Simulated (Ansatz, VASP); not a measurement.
**Cd: VASP beside Ansatz**

File INCAR:

```
PREC = Accurate
ENCUT = 520
EDIFF = 1E-6
ISMEAR = -1
SIGMA = 0.1
LREAL = False
LASPH = True
NELM = 100
ALGO = Normal
ISIF = 2
LWAVE = False
LCHARG = True
GGA = PE
LELF = True
LVHAR = True
NBANDS = 19
```

File KPOINTS:

```
Automatic mesh
0
Gamma
  17 17 8
```

Contents of POSCAR:

```
Cd
1.0
    3.0007103730      0.0000000000      0.0000000000
   -1.5003551865      2.5986914124      0.0000000000
    0.0000000000      0.0000000000      5.9261569577
Cd
2
Direct
    0.3333333333      0.6666666667      0.2500000000
    0.6666666667      0.3333333333      0.7500000000
```

Input for Ansatz:

```yaml
crystal:
  lattice:
    - [3.000710373, 0.0, 0.0]
    - [-1.5003551865, 2.5986914124, 0.0]
    - [0.0, 0.0, 5.9261569577]
  atoms:
    - { symbol: Cd, position: [0.3333333333, 0.6666666667, 0.25] }
    - { symbol: Cd, position: [0.6666666667, 0.3333333333, 0.75] }
hamiltonian:
  xc: pbe
  pseudopotentials:
    kind: paw
    azcp:
      Cd: "pseudopotentials/Cd.paw.azcp"
basis:
  ecutwfc: 420
  fft_grid_basis: typed
kpoints:
  mp_grid: { grid: [17, 17, 8], shift: [0, 0, 0] }
magnetization:
  spin_polarized: false
scf:
  occupations: { method: fermi_dirac, width: 0.1 }
  lower_state_search: "off"
output:
  stress: true
```

Alike in both runs: task single point; functional PBE; k mesh 17 × 17 × 8; occupations fermi-dirac, width 0.1 eV; no spin polarisation.

```csv
,VASP,Ansatz
version,VASP 6.6.1,Ansatz 0.2.0
potentials or method,"VASP PAW PBE potentials, release 64 (Cd), cutoff 520 eV","plane waves (420 eV) with PAW, scalar-relativistic"
valence electrons in the cell,24,40
```

Ansatz gave:

| Property | Result |
| --- | --- |
| pressure (GPa) | 0.1 |
| traceless stress, the component that is largest in VASP (GPa) | -0.19 |

What did VASP give for the same quantities?

Pressure (GPa): 0.4; traceless stress, the component that is largest in VASP (GPa): -0.32.

VASP's potentials hold 24 valence electrons a cell and Ansatz's 40, so a difference there can come from the potentials and not from the codes.
